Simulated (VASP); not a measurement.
Write the native input for VASP 6.6.1 that does the following.

```yaml
Task: single point
Functional: r2SCAN
Potentials_or_basis: VASP PAW PBE potentials, release 64 (Mn_pv)
Cutoff: 520 eV
k_mesh: 16 × 16 × 16
Occupations: fermi-dirac, width 0.1 eV
Spin: no spin polarisation
Dipole_correction: no
Further_INCAR_settings: ALGO = Normal; EDIFF = 1e-07; NBANDS = 12
```

Mn:

```
CELL_PARAMETERS angstrom
2.19765 0.00000 0.00000
0.00000 2.19765 0.00000
0.00000 0.00000 2.19765
ATOMIC_POSITIONS crystal
Mn 0.00000 0.00000 0.00000
```

This cell differs from its parent crystal: volume scaled by 0.92.

These files were run (other wordings do the same):

POSCAR

```
Mn
1.0
    2.1976542022      0.0000000000      0.0000000000
    0.0000000000      2.1976542022      0.0000000000
    0.0000000000      0.0000000000      2.1976542022
Mn
1
Direct
    0.0000000000      0.0000000000      0.0000000000
```

INCAR.step1

```
SYSTEM = Mn
ALGO     = Normal         ! electronic algorithm
EDIFF    = 1E-4           ! SCF threshold, eV
ENCUT    = 520            ! plane-wave cutoff, eV
GGA      = PE             ! functional
ISMEAR   = -1             ! smearing method
LASPH    = .TRUE.         ! aspherical terms in the spheres
LCHARG   = .FALSE.        ! write CHGCAR
LREAL    = .FALSE.        ! projectors in reciprocal space
LWAVE    = .TRUE.         ! write WAVECAR
NBANDS   = 12             ! bands
NELM     = 80             ! most SCF steps
PREC     = Accurate       ! precision mode
SIGMA    = 0.1            ! smearing width, eV
```

INCAR.step2

```
SYSTEM = Mn
ALGO     = Normal         ! electronic algorithm
EDIFF    = 1E-7           ! SCF threshold, eV
ENCUT    = 520            ! plane-wave cutoff, eV
ISIF     = 2              ! what is computed and relaxed
ISMEAR   = -1             ! smearing method
ISTART   = 1            
LASPH    = .TRUE.         ! aspherical terms in the spheres
LCHARG   = .FALSE.        ! write CHGCAR
LMIXTAU  = .TRUE.       
LREAL    = .FALSE.        ! projectors in reciprocal space
LWAVE    = .FALSE.        ! write WAVECAR
METAGGA  = R2SCAN         ! meta-GGA
NBANDS   = 12             ! bands
NELM     = 80             ! most SCF steps
PREC     = Accurate       ! precision mode
SIGMA    = 0.1            ! smearing width, eV
```

KPOINTS

```
k-points
0
G
  16 16 16
  0 0 0
```

Potentials or basis: VASP PAW PBE potentials, release 64 (Mn_pv).

Launch:

```bash
$ cat potpaw_PBE.64/Mn_pv/POTCAR > POTCAR
$ cp INCAR.step1 INCAR
$ mpirun -np 1 vasp_std > vasp.out
$ cp INCAR.step2 INCAR
$ mpirun -np 1 vasp_std > vasp.out
```

Results of the run:

| Property | Result |
| --- | --- |
| Pressure | 24.2 GPa |

Caveat: the PAW data sets were made with another functional, which shifts forces and pressure a little; the run has no spin polarisation, though such a crystal can be magnetic.

Run time: 28 s on 1 thread of Intel(R) Xeon(R) Platinum 8259CL CPU @ 2.50GHz (Skylake/Cascade Lake), with other jobs on the host, peak memory 0.13 GiB.
